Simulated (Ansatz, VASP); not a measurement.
**One calculation of Hf3TiO8, two programs**

Contents of INCAR:

```
SYSTEM = Hf3TiO8
ALGO = Normal
EDIFF = 1E-7
ENCUT = 520
GGA = PE
ISIF = 2
ISMEAR = 0
LASPH = .TRUE.
LCHARG = .FALSE.
LDAU = .TRUE.
LDAUJ = 0 0 0
LDAUL = -1 2 -1
LDAUPRINT = 1
LDAUTYPE = 2
LDAUU = 0 4 0
LMAXMIX = 4
LREAL = .FALSE.
LWAVE = .FALSE.
NBANDS = 57
NELM = 150
PREC = Accurate
SIGMA = 0.02
```

KPOINTS

```
k-points
0
G
  6 6 4
  0 0 0
```

Contents of POSCAR:

```
Hf3TiO8
1.0
    3.4049348717     -3.4105026156      0.0000000000
    3.4049348717      3.4105026156      0.0000000000
    0.0000000000      0.0000000000      6.3495817497
Hf Ti O
3 1 8
Direct
    0.5000000000      0.5000000000      0.0000000000
    0.0000000000      0.0000000000      0.2545835473
    0.0000000000      0.0000000000      0.7454164527
    0.5000000000      0.5000000000      0.5000000000
    0.3094728116      0.6905271884      0.2619134704
    0.3094728116      0.6905271884      0.7380865296
    0.8054824186      0.8054824186      0.0000000000
    0.7957987735      0.7957987735      0.5000000000
    0.1945175814      0.1945175814      0.0000000000
    0.2042012265      0.2042012265      0.5000000000
    0.6905271884      0.3094728116      0.2619134704
    0.6905271884      0.3094728116      0.7380865296
```

Input for Ansatz:

```yaml
crystal:
  lattice:
    - [3.4049348717, -3.4105026156, 0.0]
    - [3.4049348717, 3.4105026156, 0.0]
    - [0.0, 0.0, 6.3495817497]
  atoms:
    - { symbol: Hf, position: [0.5, 0.5, 0.0] }
    - { symbol: Hf, position: [0.0, 0.0, 0.2545835473] }
    - { symbol: Hf, position: [0.0, 0.0, 0.7454164527] }
    - { symbol: Ti, position: [0.5, 0.5, 0.5] }
    - { symbol: O, position: [0.3094728116, 0.6905271884, 0.2619134704] }
    - { symbol: O, position: [0.3094728116, 0.6905271884, 0.7380865296] }
    - { symbol: O, position: [0.8054824186, 0.8054824186, 0.0] }
    - { symbol: O, position: [0.7957987735, 0.7957987735, 0.5] }
    - { symbol: O, position: [0.1945175814, 0.1945175814, 0.0] }
    - { symbol: O, position: [0.2042012265, 0.2042012265, 0.5] }
    - { symbol: O, position: [0.6905271884, 0.3094728116, 0.2619134704] }
    - { symbol: O, position: [0.6905271884, 0.3094728116, 0.7380865296] }
basis:
  ecutwfc: 420
kpoints:
  mp_grid: { grid: [6, 6, 4] }
  band_path:
    path:
      - [[0.0, 0.0, 0.0], [-0.5, 0.5, 0.0], [-0.4991844, 0.5008156, 0.0]]
      - [[0.4991844, 0.4991844, 0.0], [0.0, 0.0, 0.0], [0.0, 0.0, 0.5], [0.4991844, 0.4991844, 0.5]]
      - [[-0.4991844, 0.5008156, 0.5], [-0.5, 0.5, 0.5], [-0.5, 0.5, 0.0]]
      - [[0.0, 0.0, 0.0], [0.0, 0.5, 0.0], [0.0, 0.5, 0.5], [0.0, 0.0, 0.5], [-0.5, 0.5, 0.5]]
    npoints: 10
hamiltonian:
  xc: pbe
  hubbard: { sites: [{ species: Ti, l: d, u_eff: 4.0 }] }
scf:
  occupations: { method: gaussian, width: 0.02 }
  n_extra_bands: 30
output:
  forces: true
  stress: true
  eigenvalues: true
  populations: true
  dos: { projected: true, de: 0.02, nscf_kmesh: { grid: [9, 9, 6] } }
  bader: false
```

Alike in both runs: task single point; functional PBE; k mesh 6 × 6 × 4; occupations gaussian, width 0.02 eV; no spin polarisation; Hubbard terms Ti d U = 4.0 eV.

|  | VASP | Ansatz |
| --- | --- | --- |
| version | VASP 6.6.1 | Ansatz 0.2.0 |
| potentials or method | VASP PAW PBE potentials, release 64 (Hf_pv, Ti_sv, O), cutoff 520 eV | scalar-relativistic, plane waves, PAW |
| valence electrons in the cell | 90 | 138 |

|  | VASP | Ansatz | Ansatz less VASP |
| --- | --- | --- | --- |
| gap on the k mesh at the Fermi level (eV) | 3.00 | 2.97 | -0.029 |
| least direct gap on the mesh (eV) | 3.01 | 3.00 | -0.013 |
| pressure (GPa) | -0.6 | 0.7 | +1.32 |
| traceless stress, the component that is largest in VASP (GPa) | 0.27 | 0.57 | +0.302 |
| rms of the force components (eV/Å) | 0.183 | 0.056 | -0.1262 |

The programs project onto different local orbitals, so the same U acts differently, and such runs can settle in different states. Atom by atom the forces differ by 0.127 eV/Å (rms over components). VASP's potentials hold 90 valence electrons a cell and Ansatz's 138, so a difference there can come from the potentials and not from the codes.

Neither program's run includes spin-orbit coupling.
